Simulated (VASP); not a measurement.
A run of VASP 6.6.1:

Contents of INCAR:

```
SYSTEM = Mo
PREC = Accurate ; ENCUT = 520
EDIFF = 1E-6 ; ISMEAR = 0
SIGMA = 0.3 ; LREAL = .False.
LASPH = .True. ; NELM = 80
ALGO = Normal ; ISIF = 2
LWAVE = .False. ; LCHARG = .False.
GGA = PE ; NBANDS = 13
```

Contents of KPOINTS:

```
Automatic mesh
0
Gamma
  14 14 14
  0 0 0
```

The input POSCAR:

```
Mo
1.0
   -1.5813793950      1.5813793950      1.5813793950
    1.5813793950     -1.5813793950      1.5813793950
    1.5813793950      1.5813793950     -1.5813793950
Mo
1
Direct
    0.0000000000      0.0000000000      0.0000000000
```

Potentials or basis: VASP PAW PBE potentials, release 64 (Mo_sv).

Run with:

```bash
$ cat potpaw_PBE.64/Mo_sv/POTCAR > POTCAR
$ mpirun -np 1 vasp_std > vasp.out
```

Hardware: 1 thread of Intel Xeon 6975P-C, on a shared host.

Question: Estimate the wall time of this run.

Answer: It took 9.9 s on 1 thread of Intel Xeon 6975P-C (shared host), peak memory 0.14 GiB. Counts: scf iterations 11, k points 104.
